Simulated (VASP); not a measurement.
# Sr (P6_3/mmc) in VASP: further runs, part 2 of 2

VASP 6.6.1.

## 3. Single point, r2SCAN

POSCAR reads:

```
Sr
1.0
    4.3100000000      0.0000000000      0.0000000000
   -2.1550000000      3.7325690000      0.0000000000
    0.0000000000      0.0000000000      7.0500000000
Sr
2
Direct
    0.3333333333      0.6666666667      0.2500000000
    0.6666666667      0.3333333333      0.7500000000
```

INCAR.step1 reads:

```
SYSTEM = Sr
PREC = Accurate ; ENCUT = 520
ISMEAR = -1 ; SIGMA = 0.15
LREAL = .False. ; LASPH = .True.
NELM = 80 ; NBANDS = 17
GGA = PE ; ALGO = Normal
EDIFF = 1E-4 ; LWAVE = .True.
LCHARG = .False.
```

INCAR.step2 reads:

```
SYSTEM = Sr
PREC = Accurate ; ENCUT = 520
EDIFF = 1E-6 ; ISMEAR = -1
SIGMA = 0.15 ; LREAL = .False.
LASPH = .True. ; NELM = 80
ALGO = Normal ; ISIF = 2
LWAVE = .False. ; LCHARG = .False.
METAGGA = R2SCAN ; LMIXTAU = .True.
NBANDS = 17 ; ISTART = 1
```

KPOINTS reads:

```
regular mesh
0
Gamma
  6 6 4
  0 0 0
```

Potentials or basis: VASP PAW PBE potentials, release 64 (Sr_sv).

Command:

```
$ cat potpaw_PBE.64/Sr_sv/POTCAR > POTCAR
$ cp INCAR.step1 INCAR
$ mpirun -np 1 vasp_std > vasp.out
$ cp INCAR.step2 INCAR
$ mpirun -np 1 vasp_std > vasp.out
```

Run time: 58 s. Hardware: 1 thread of Intel Xeon 6975P-C (Granite Rapids), shared host; peak memory 0.24 GiB.

Results (log left out):

| Item | Value |
| --- | --- |
| Free energy | -30.2805 eV |
| Pressure | 0.1 GPa |
| Band gap on the k mesh | zero (band 10 reaches 1.63 eV, above the bottom of band 11 at 1.34 eV) |

Stress tensor (GPa, compression positive):
```
0.08 0.00 0.00
0.00 0.08 0.00
0.00 0.00 0.20
```

Levels at points of the mesh, in eV from the Fermi level:
| k point | band 7 | band 8 | band 9 | band 10 | band 11 | band 12 | band 13 | band 14 |
| --- | --- | --- | --- | --- | --- | --- | --- | --- |
| (0.00, 0.00, 0.00) | -19.31 | -19.30 | -3.77 | -1.04 | -0.06 | 2.63 | 2.63 | 2.65 |
| (0.50, 0.00, 0.00) | -19.34 | -19.33 | -1.06 | -0.59 | 0.18 | 0.38 | 1.44 | 2.07 |
| (0.00, 0.00, 0.50) | -19.32 | -19.32 | -2.80 | -2.80 | 1.48 | 1.48 | 2.63 | 2.63 |
| (0.50, 0.00, 0.50) | -19.35 | -19.35 | -0.71 | -0.71 | 0.20 | 0.20 | 1.55 | 1.55 |

Caveat: the PAW data sets were made with another functional, which shifts forces and pressure a little.

## 4. Single point, r2SCAN

POSCAR is that of step 3.

INCAR.step1 reads:

```
SYSTEM = Sr
PREC = Accurate ; ENCUT = 520
ISMEAR = -1 ; SIGMA = 0.1
LREAL = .FALSE. ; LASPH = .TRUE.
NELM = 60 ; NBANDS = 17
GGA = PE ; ALGO = Normal
EDIFF = 1E-4 ; LWAVE = .TRUE.
LCHARG = .FALSE.
```

INCAR.step2 reads:

```
SYSTEM = Sr
PREC = Accurate ; ENCUT = 520
EDIFF = 1E-6 ; ISMEAR = -1
SIGMA = 0.1 ; LREAL = .FALSE.
LASPH = .TRUE. ; NELM = 60
ALGO = Normal ; ISIF = 2
LWAVE = .FALSE. ; LCHARG = .TRUE.
METAGGA = R2SCAN ; LMIXTAU = .TRUE.
LELF = .TRUE. ; LVHAR = .TRUE.
NBANDS = 17 ; ISTART = 1
```

KPOINTS reads:

```
Automatic mesh
0
G
  6 6 4
  0 0 0
```

Potentials or basis: VASP PAW PBE potentials, release 64 (Sr_sv).

Command:

```
$ cat potpaw_PBE.64/Sr_sv/POTCAR > POTCAR
$ cp INCAR.step1 INCAR
$ mpirun -np 1 vasp_std > vasp.out
$ cp INCAR.step2 INCAR
$ mpirun -np 1 vasp_std > vasp.out
```

OUTCAR:

```text
SYSTEM = Sr
   PREC = Accurate
   ENCUT = 520
   EDIFF = 1E-6
   ISMEAR = -1
   LREAL = .FALSE.
   LASPH = .TRUE.
   NELM = 60
   ISIF = 2
   METAGGA = R2SCAN
   ISTART = 1

 ion  position               nearest neighbor table
   1  0.333  0.667  0.250-   2 4.31   2 4.31   2 4.31   2 4.31   2 4.31   2 4.31
   2  0.667  0.333  0.750-   1 4.31   1 4.31   1 4.31   1 4.31   1 4.31   1 4.31

  LATTYP: Found a hexagonal cell.
 ALAT       =     4.3100000000
 C/A-ratio  =     1.6357308585

  Lattice vectors:

 A1 = (   4.3100000000,   0.0000000000,   0.0000000000)
 A2 = (  -2.1550000000,   3.7325690000,   0.0000000000)
 A3 = (   0.0000000000,   0.0000000000,   7.0500000000)

Analysis of symmetry for initial positions (statically):
=====================================================================
 Subroutine PRICEL returns:
 Original cell was already a primitive cell.

 Routine SETGRP: Setting up the symmetry group for a
 hexagonal supercell.

 Subroutine GETGRP returns: Found 24 space group operations
 (whereof 12 operations were pure point group operations)
 out of a pool of 24 trial point group operations.
[... 156 lines left out ...]
  free energy    TOTEN  =       -30.21863209 eV

  energy without entropy =      -30.11545990  energy(sigma->0) =      -30.16704599

 E-fermi :   1.5071     XC(G=0):  -7.6960

 val. band max:        1.5017180180   @ k =   0.1667   0.1667   0.0000
 cond. band min:       1.5186224908   @ k =   0.3333   0.1667   0.0000
 fundamental gap:      0.0169044728
 Fermi energy:         1.5071476234

 k-point     1 :       0.0000    0.0000    0.0000
  band No.  band energies     occupation
      1     -36.5654      2.00000
      2     -36.5523      2.00000
      3     -18.0065      2.00000
      4     -17.8575      2.00000
      5     -17.8575      2.00000
      6     -17.8327      2.00000
[... 397 lines left out ...]
      4     -17.9762      2.00000
      5     -17.9425      2.00000
      6     -17.9425      2.00000
[... 9 lines left out ...]
     16       4.6595      0.00000
     17       6.0677      0.00000

------------------------ aborting loop because EDIFF is reached ----------------------------------------

  FORCE on cell =-STRESS in cart. coord.  units (eV):
  Direction    XX          YY          ZZ          XY          YZ          ZX
  --------------------------------------------------------------------------------------
  -------------------------------------------------------------------------------------
  Total        0.0306328      0.0306328      0.1945627      0.0000000      0.0000000      0.0000000
  in kB        0.4327357      0.4327356      2.7485009      0.0000000      0.0000000      0.0000000
  external PRESSURE =       1.2046574 kB  Pullay stress =       0.0000000 kB

 VOLUME and BASIS-vectors are now :
 -----------------------------------------------------------------------------
  energy-cutoff  :      520.00
  volume of cell :      113.42
      direct lattice vectors                 reciprocal lattice vectors
     4.310000000  0.000000000  0.000000000     0.232018561  0.133955997  0.000000000
    -2.155000000  3.732569000  0.000000000     0.000000000  0.267911993  0.000000000
     0.000000000  0.000000000  7.050000000     0.000000000  0.000000000  0.141843972

 POSITION                                       TOTAL-FORCE (eV/Angst)
 -----------------------------------------------------------------------------------
     -0.00000      2.48838      1.76250        -0.000000     -0.000000      0.000000
      2.15500      1.24419      5.28750         0.000000      0.000000      0.000000
 -----------------------------------------------------------------------------------
    total drift:                                0.000000     -0.000000      0.000000

  FREE ENERGIE OF THE ION-ELECTRON SYSTEM (eV)
  ---------------------------------------------------
  free  energy   TOTEN  =       -30.2186320873 eV

  energy  without entropy=      -30.1154598970  energy(sigma->0) =      -30.16704599
```

Wall time 58 s (1 thread of Intel Xeon 6975P-C (Granite Rapids), shared host); peak memory 0.24 GiB.

What came out:

| Quantity | Value |
| --- | --- |
| Free energy | -30.2186 eV |
| Pressure | 0.1 GPa |
| Band gap on the k mesh | zero (band 10 reaches 1.63 eV, above the bottom of band 11 at 1.34 eV) |

Caveat: the PAW data sets were made with another functional, which shifts forces and pressure a little.

## 5. Single point, r2SCAN

POSCAR is that of step 4.

INCAR.step1 reads:

```
SYSTEM = Sr
  PREC = Accurate
  ENCUT = 520
  ISMEAR = -1
  SIGMA = 0.05
  LREAL = .False.
  LASPH = .True.
  NELM = 100
  NBANDS = 17
  GGA = PE
  ALGO = Normal
  EDIFF = 1E-4
  LWAVE = .True.
  LCHARG = .False.
```

INCAR.step2 reads:

```
SYSTEM = Sr
  PREC = Accurate
  ENCUT = 520
  EDIFF = 1E-7
  ISMEAR = -1
  SIGMA = 0.05
  LREAL = .False.
  LASPH = .True.
  NELM = 100
  ALGO = Normal
  ISIF = 2
  LWAVE = .False.
  LCHARG = .False.
  METAGGA = R2SCAN
  LMIXTAU = .True.
  NBANDS = 17
  ISTART = 1
```

KPOINTS reads:

```
regular mesh
0
Gamma
  6 6 4
  0 0 0
```

Command:

```
$ cat potpaw_PBE.64/Sr_sv/POTCAR > POTCAR
$ cp INCAR.step1 INCAR
$ mpirun -np 1 vasp_std > vasp.out
$ cp INCAR.step2 INCAR
$ mpirun -np 1 vasp_std > vasp.out
```

It took 53 s on 1 thread of Intel Xeon 6975P-C (Granite Rapids), shared host; peak memory 0.24 GiB.

Results (log left out):

```
Free energy            : -30.1787 eV
Pressure               : 0.1 GPa
Band gap on the k mesh : zero (band 10 reaches 1.63 eV, above the bottom of band 11 at 1.34 eV)
```

Stress tensor (GPa, compression positive):
```
0.02 0.00 0.00
0.00 0.02 0.00
0.00 0.00 0.36
```

Levels at points of the mesh, in eV from the Fermi level:
```csv
k point,band 7,band 8,band 9,band 10,band 11,band 12,band 13,band 14
"(0.00, 0.00, 0.00)",-19.36,-19.34,-3.81,-1.08,-0.10,2.59,2.59,2.60
"(0.50, 0.00, 0.00)",-19.39,-19.38,-1.11,-0.62,0.14,0.34,1.40,2.03
"(0.00, 0.00, 0.50)",-19.37,-19.37,-2.84,-2.84,1.44,1.44,2.59,2.59
"(0.50, 0.00, 0.50)",-19.39,-19.39,-0.75,-0.75,0.16,0.16,1.51,1.51
```

Caveat: the PAW data sets were made with another functional, which shifts forces and pressure a little.

## 6. Single point, r2SCAN

POSCAR is that of step 5.

INCAR.step1 reads:

```
SYSTEM = Sr
  PREC = Accurate
  ENCUT = 520
  ISMEAR = -1
  SIGMA = 0.025
  LREAL = .FALSE.
  LASPH = .TRUE.
  NELM = 100
  NBANDS = 17
  GGA = PE
  ALGO = Normal
  EDIFF = 1E-4
  LWAVE = .TRUE.
  LCHARG = .FALSE.
```

INCAR.step2 reads:

```
SYSTEM = Sr
  PREC = Accurate
  ENCUT = 520
  EDIFF = 1E-6
  ISMEAR = -1
  SIGMA = 0.025
  LREAL = .FALSE.
  LASPH = .TRUE.
  NELM = 100
  ALGO = Normal
  ISIF = 2
  LWAVE = .FALSE.
  LCHARG = .TRUE.
  METAGGA = R2SCAN
  LMIXTAU = .TRUE.
  LELF = .TRUE.
  LVHAR = .TRUE.
  NBANDS = 17
  ISTART = 1
```

KPOINTS reads:

```
regular mesh
0
G
  6 6 4
  0 0 0
```

Potentials or basis: VASP PAW PBE potentials, release 64 (Sr_sv).

Command:

```
$ cat potpaw_PBE.64/Sr_sv/POTCAR > POTCAR
$ cp INCAR.step1 INCAR
$ mpirun -np 1 vasp_std > vasp.out
$ cp INCAR.step2 INCAR
$ mpirun -np 1 vasp_std > vasp.out
```

Wall time 51 s (1 thread of Intel Xeon 6975P-C (Granite Rapids), shared host); peak memory 0.24 GiB.

It converged, with:

```yaml
Free_energy: -30.1677 eV
Pressure: 0.1 GPa
Band_gap_on_the_k_mesh: zero (band 10 reaches 1.63 eV, above the bottom of band 11 at 1.34 eV)
```

Stress tensor (GPa, compression positive):
```
0.02 0.00 0.00
0.00 0.02 0.00
0.00 0.00 0.40
```

Levels at points of the mesh, in eV from the Fermi level:
```csv
k point,band 7,band 8,band 9,band 10,band 11,band 12,band 13,band 14
"(0.00, 0.00, 0.00)",-19.35,-19.34,-3.81,-1.07,-0.10,2.59,2.59,2.61
"(0.50, 0.00, 0.00)",-19.38,-19.38,-1.10,-0.62,0.15,0.34,1.40,2.03
"(0.00, 0.00, 0.50)",-19.36,-19.36,-2.84,-2.84,1.44,1.44,2.60,2.60
"(0.50, 0.00, 0.50)",-19.39,-19.39,-0.75,-0.75,0.17,0.17,1.52,1.52
```

Caveat: the PAW data sets were made with another functional, which shifts forces and pressure a little.

## 7. Summary

```csv
smearing,gap on the mesh (eV),pressure (GPa)
fermi-dirac 0.25 eV,none,0.2
fermi-dirac 0.15 eV,none,0.1
fermi-dirac 0.1 eV,none,0.1
fermi-dirac 0.05 eV,none,0.1
fermi-dirac 0.025 eV,none,0.1
```

Alike in all rows: task single point; level r2SCAN; potentials or basis VASP PAW PBE potentials, release 64 (Sr_sv); no spin polarisation; cell as given; k mesh 6 × 6 × 4; cutoff (eV) 520.

Every run on the cell as given and a fine mesh finds a metal.

Caveats: the PAW data sets were made with another functional, which shifts forces and pressure a little.

Absolute energies hang on the potentials; compare differences alone.
